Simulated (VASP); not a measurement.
# Si (I4_1/amd) in VASP: settings compared, part 2 of 2

VASP 6.6.1. The steps go on from the part before.

## (4) Single point, LDA (volume scaled by 1.02)

File INCAR:

```
SYSTEM = Si
PREC = Accurate ; ENCUT = 520
EDIFF = 1E-6 ; ISMEAR = -1
SIGMA = 0.05 ; LREAL = .False.
LASPH = .True. ; NELM = 80
ALGO = Normal ; ISIF = 2
LWAVE = .False. ; LCHARG = .False.
GGA = CA ; NBANDS = 11
```

File KPOINTS:

```
Automatic mesh
0
Gamma
  11 11 11
  0 0 0
```

File POSCAR:

```
Si
1.0
   -2.3870772145      2.3870772145      1.3380687285
    2.3870772145     -2.3870772145      1.3380687285
    2.3870772145      2.3870772145     -1.3380687285
Si
2
Direct
    0.5000000000      0.5000000000      0.0000000000
    0.2500000000      0.7500000000      0.5000000000
```

Command:

```sh
> cat potpaw_LDA.64/Si/POTCAR > POTCAR
> mpirun -np 1 vasp_std > vasp.out
```

It took 39 s on 1 thread of Intel Xeon Platinum 8175M at 2.50GHz (Skylake/Cascade Lake), shared host; peak memory 0.15 GiB.

The run converged. Its results:

```
Free energy            : -11.4851 eV
Pressure               : -2.9 GPa
Band gap on the k mesh : zero (band 4 reaches 11.43 eV, above the bottom of band 5 at 5.54 eV)
```

Stress tensor (GPa, compression positive):
```
-2.64  0.00  0.00
 0.00 -2.64  0.00
 0.00  0.00 -3.49
```

Levels at points of the mesh, in eV from the Fermi level:
```
           k point  band 1  band 2  band 3  band 4  band 5  band 6  band 7  band 8  band 9
(0.00, 0.00, 0.00)  -13.69   -2.39   -2.39   -1.86    1.67    7.42    8.81    8.87    8.87
```

## (5) Single point, PBEsol (volume scaled by 1.02)

File INCAR:

```
PREC = Accurate
ENCUT = 520
EDIFF = 1E-6
ISMEAR = -1
SIGMA = 0.05
LREAL = F
LASPH = T
NELM = 100
ALGO = Normal
ISIF = 2
LWAVE = F
LCHARG = F
GGA = PS
NBANDS = 11
```

File KPOINTS:

```
Automatic mesh
0
Gamma
  11 11 11
```

POSCAR is that of step 4.

Potentials or basis: VASP PAW PBE potentials, release 64 (Si).

Command:

```sh
> cat potpaw_PBE.64/Si/POTCAR > POTCAR
> mpirun -np 1 vasp_std > vasp.out
```

OUTCAR:

```text
PREC = Accurate
   ENCUT = 520
   EDIFF = 1E-6
   ISMEAR = -1
   LREAL = F
   LASPH = T
   NELM = 100
   ISIF = 2
   GGA = PS

 ion  position               nearest neighbor table
   1  0.500  0.500  0.000-   2 2.48   2 2.48   2 2.48   2 2.48   2 3.12   2 3.12   2 3.12   2 3.12

   2  0.250  0.750  0.500-   1 2.48   1 2.48   1 2.48   1 2.48   1 3.12   1 3.12   1 3.12   1 3.12

  LATTYP: Found a body centered tetragonal cell.
 ALAT       =     4.7741544290
 C/A-ratio  =     0.5605468983

  Lattice vectors:

 A1 = (  -2.3870772145,   2.3870772145,   1.3380687285)
 A2 = (   2.3870772145,  -2.3870772145,   1.3380687285)
 A3 = (   2.3870772145,   2.3870772145,  -1.3380687285)

Analysis of symmetry for initial positions (statically):
=====================================================================
 Subroutine PRICEL returns:
 Original cell was already a primitive cell.

 Routine SETGRP: Setting up the symmetry group for a
 body centered tetragonal supercell.

 Subroutine GETGRP returns: Found 16 space group operations
 (whereof  8 operations were pure point group operations)
 out of a pool of 16 trial point group operations.

The static configuration has the point symmetry D_2d.
 The point group associated with its full space group is D_4h.

Analysis of symmetry for dynamics (positions and initial velocities):
=====================================================================
 Subroutine PRICEL returns:
 Original cell was already a primitive cell.

 Routine SETGRP: Setting up the symmetry group for a
 body centered tetragonal supercell.

 Subroutine GETGRP returns: Found 16 space group operations
 (whereof  8 operations were pure point group operations)
 out of a pool of 16 trial point group operations.

The dynamic configuration has the point symmetry D_2d.
 The point group associated with its full space group is D_4h.

 Subroutine INISYM returns: Found 16 space group operations
 (whereof  8 operations are pure point group operations),
 and found     1 'primitive' translations

----------------------------------------------------------------------------------------

                                     Primitive cell

  volume of cell :      30.4980

  direct lattice vectors                    reciprocal lattice vectors
    -2.387077215  2.387077215  1.338068728     0.000000000  0.209461176  0.373672883
     2.387077215 -2.387077215  1.338068728     0.209461176  0.000000000  0.373672883
     2.387077215  2.387077215 -1.338068728     0.209461176  0.209461176  0.000000000

  length of vectors
     3.631350049  3.631350049  3.631350049     0.428375312  0.428375312  0.296222836

  position of ions in fractional coordinates (direct lattice)
     0.500000000  0.500000000  0.000000000
     0.250000000  0.750000000  0.500000000

  ion indices of the primitive-cell ions
   primitive index   ion index
                 1           1
                 2           2

----------------------------------------------------------------------------------------

 KPOINTS: Automatic mesh

Automatic generation of k-mesh.
 Grid dimensions read from file:
 generate k-points for:   11   11   11

 Generating k-lattice:

  Cartesian coordinates                     Fractional coordinates (reciprocal lattice)
     0.000000000  0.019041925  0.033970262     0.090909091 -0.000000000  0.000000000
     0.019041925  0.000000000  0.033970262    -0.000000000  0.090909091  0.000000000
     0.019041925  0.019041925  0.000000000     0.000000000  0.000000000  0.090909091

  Length of vectors
     0.038943210  0.038943210  0.026929349

  Shift w.r.t. Gamma in fractional coordinates (k-lattice)
     0.000000000  0.000000000  0.000000000

 Subroutine IBZKPT returns following result:
 ===========================================

 Found    126 irreducible k-points:

 Following reciprocal coordinates:
            Coordinates               Weight
  0.000000  0.000000  0.000000      1.000000
  0.090909  0.000000 -0.000000      8.000000
  0.181818  0.000000 -0.000000      8.000000
  0.272727  0.000000 -0.000000      8.000000
  0.363636 -0.000000  0.000000      8.000000
  0.454545  0.000000 -0.000000      8.000000
[... 16 lines left out ...]
 -0.272727  0.181818 -0.000000     16.000000
 -0.181818  0.181818  0.000000      4.000000
 [... further k-points ...]
   k-points           NKPTS =    126   k-points in BZ     NKDIM =    126   number of bands    NBANDS=     11
   number of dos      NEDOS =    301   number of ions     NIONS =      2
   total plane-waves  NPLWV =  21952
   dimension x,y,z NGX =    28 NGY =   28 NGZ =   28
   dimension x,y,z NGXF=    56 NGYF=   56 NGZF=   56
   ions per type =               2
   NGX,Y,Z   is equivalent  to a cutoff of  12.82, 12.82, 12.82 a.u.
   NGXF,Y,Z  is equivalent  to a cutoff of  25.64, 25.64, 25.64 a.u.
 SYSTEM =  unknown system
   PREC   = accura    normal or accurate (medium, high low for compatibility)
   ISTART =      0    job   : 0-new  1-cont  2-samecut
   ICHARG =      2    charge: 1-file 2-atom 10-const
   ISPIN  =      1    spin polarized calculation?
   LNONCOLLINEAR =      F non collinear calculations
   LSORBIT =      F    spin-orbit coupling
   LASPH  =      T    aspherical Exc in radial PAW
   ENCUT  =  520.0 eV  38.22 Ry    6.18 a.u.   6.75  6.75  6.75*2*pi/ulx,y,z
   NELM   =    100;   NELMIN=  2; NELMDL= -5     # of ELM steps
   EDIFF  = 0.1E-05   stopping-criterion for ELM
   LREAL  =      F    real-space projection
   EDIFFG = 0.1E-04   stopping-criterion for IOM
   NSW    =      0    number of steps for IOM
   IBRION =     -1    ionic relax: 0-MD 1-quasi-New 2-CG
   NFREE  =      0    steps in history (QN), initial steepest desc. (CG)
   ISIF   =      2    stress and relaxation
   ISYM   =      2    0-nonsym 1-usesym 2-fastsym
   POTIM  = 0.5000    time-step for ionic-motion
   TEBEG  =    0.0;   TEEND  =   0.0 temperature during run
   PSTRESS=    0.0 pullay stress
   NELECT =       8.0000    total number of electrons
   NUPDOWN=      -1.0000    fix difference up-down
   EMIN   =  10.00;   EMAX   =-10.00  energy-range for DOS
   EFERMI =   0.00;   METHOD = LEGACY
   ISMEAR =    -1;   SIGMA  =   0.05  broadening in eV -4-tet -1-fermi 0-gaus
   EFERMI_NEDOS =   21; number of points for ismear=-14 and -15
   IALGO  =     38    algorithm
   IMIX   =      4    mixing-type and parameters
     AMIX     =   0.40;   BMIX     =  1.00
     AMIX_MAG =   1.60;   BMIX_MAG =  1.00
  volume/ion in A,a.u.               =      15.25       102.91
  Fermi-wavevector in a.u.,A,eV,Ry     =   1.047967  1.980371 14.942399  1.098235
  Thomas-Fermi vector in A             =   2.182869
   LORBIT       =      0    0 simple, 1 ext, 2 COOP (PROOUT), +10 PAW based schemes
   GGA     = PS    functional components
   LHFCALC =     F    Hartree Fock is set to
   AEXX    =    0.0000 exact exchange contribution
   IVDW    =     0    specifies the selected vdW correction
   LEPSILON=     F    determine dielectric tensor
   LRPA    =     F    only Hartree local field effects (RPA)
 non-spin polarized calculation
  energy-cutoff  :      520.00
  volume of cell :       30.50
 maximum number of plane-waves:       834
   NGX = 13   NGY = 13   NGZ = 13

 number of electron       8.0000000 magnetization

 Free energy of the ion-electron system (eV)
  ---------------------------------------------------
  ext. energy  EPLUGINS =         0.00000000
  ---------------------------------------------------
  free energy    TOTEN  =       -11.10983515 eV

  energy without entropy =      -11.10293837  energy(sigma->0) =      -11.10638676

 E-fermi :   9.0982     XC(G=0): -10.9702

 val. band max:        9.0897881836   @ k =   0.2727   0.0909   0.0000
 cond. band min:       9.1245735450   @ k =   0.3636   0.3636   0.0000
 fundamental gap:      0.0347853615
 Fermi energy:         9.0981912469

 k-point     1 :       0.0000    0.0000    0.0000
  band No.  band energies     occupation
      1      -4.6411      2.00000
      2       6.6956      2.00000
      3       6.6956      2.00000
      4       7.2919      2.00000
      5      10.6676      0.00000
      6      16.5694      0.00000
      7      18.0347      0.00000
      8      18.0594      0.00000
      9      18.0594      0.00000
     10      19.3092      0.00000
     11      19.6462      0.00000
[... 309 lines left out ...]
 k-point    24 :      -0.1818    0.1818    0.0000
  band No.  band energies     occupation
      1      -4.2246      2.00000
      2       3.5139      2.00000
      3       7.0715      2.00000
      4       9.0144      1.68459
      5      13.1620      0.00000
      6      14.0430      0.00000
      7      16.2119      0.00000
      8      17.6362      0.00000
      9      18.1887      0.00000
     10      19.1219      0.00000
     11      20.5169      0.00000

 [... further k-points ...]
[... 5 lines left out ...]
  --------------------------------------------------------------------------------------
  -------------------------------------------------------------------------------------
  Total       -0.1868253     -0.1868253     -0.4409900      0.0000000     -0.0000000      0.0000000
  in kB       -9.8146548     -9.8146548    -23.1669030      0.0000000     -0.0000000      0.0000000
  external PRESSURE =     -14.2654042 kB  Pullay stress =       0.0000000 kB

 VOLUME and BASIS-vectors are now :
 -----------------------------------------------------------------------------
  energy-cutoff  :      520.00
  volume of cell :       30.50
      direct lattice vectors                 reciprocal lattice vectors
    -2.387077215  2.387077215  1.338068728     0.000000000  0.209461176  0.373672883
     2.387077215 -2.387077215  1.338068728     0.209461176  0.000000000  0.373672883
     2.387077215  2.387077215 -1.338068728     0.209461176  0.209461176  0.000000000

 POSITION                                       TOTAL-FORCE (eV/Angst)
 -----------------------------------------------------------------------------------
      0.00000      0.00000      1.33807         0.000000     -0.000000     -0.000000
      2.38708     -0.00000      0.66903        -0.000000      0.000000      0.000000
 -----------------------------------------------------------------------------------
    total drift:                                0.000000      0.000000      0.000000

  FREE ENERGIE OF THE ION-ELECTRON SYSTEM (eV)
  ---------------------------------------------------
  free  energy   TOTEN  =       -11.1098351508 eV

  energy  without entropy=      -11.1029383693  energy(sigma->0) =      -11.10638676
```

stdout:

```text
POSCAR found type information on POSCAR Si
 POSCAR found :  1 types and       2 ions
 scaLAPACK will be used
 -----------------------------------------------------------------------------
|                                                                             |
|                                                                             |
|     You enforced a specific xc type in the INCAR file but a different       |
|     I HOPE YOU KNOW WHAT YOU ARE DOING!                                     |
|                                                                             |
 -----------------------------------------------------------------------------

 LDA part: xc-table for (Slater+PW92), standard interpolation
 POSCAR, INCAR and KPOINTS ok, starting setup
 FFT: planning ... GRIDC
 FFT: planning ... GRID_SOFT
 FFT: planning ... GRID
 WAVECAR not read
 entering main loop
```

Run time: 44 s. Hardware: 1 thread of Intel Xeon Platinum 8175M at 2.50GHz (Skylake/Cascade Lake), shared host; peak memory 0.16 GiB.

Results:

* Free energy: -11.1098 eV
* Pressure: -1.4 GPa
* Band gap on the k mesh: zero (band 4 reaches 11.43 eV, above the bottom of band 5 at 5.50 eV)

Stress tensor (GPa, compression positive):
```
-0.98  0.00  0.00
 0.00 -0.98  0.00
 0.00  0.00 -2.32
```

Caveat: the PAW data sets were made with another functional, which shifts forces and pressure a little.

## (6) Summary

| level | potentials or basis | cell | gap on the mesh (eV) | pressure (GPa) |
| --- | --- | --- | --- | --- |
| PBEsol | VASP PAW PBE potentials, release 64 (Si) | a = 3.583 Å, angles 97.8, 97.8, 136.8°, 2 atoms | none | 3.4 |
| LDA | VASP PAW LDA potentials, release 64 (Si) | a = 3.607 Å, angles 97.8, 97.8, 136.8°, 2 atoms | none | -0.8 |
| LDA | VASP PAW LDA potentials, release 64 (Si) | a = 3.631 Å, angles 97.8, 97.8, 136.8°, 2 atoms | none | -2.9 |
| PBEsol | VASP PAW PBE potentials, release 64 (Si) | a = 3.631 Å, angles 97.8, 97.8, 136.8°, 2 atoms | none | -1.4 |

Alike in all rows: task single point; no spin polarisation; k mesh 11 × 11 × 11; cutoff (eV) 520; smearing fermi-dirac 0.05 eV.

Caveats: the PAW data sets were made with another functional, which shifts forces and pressure a little (some runs).

Total energies depend on the potentials used, so only differences within one code and one set of settings carry meaning.
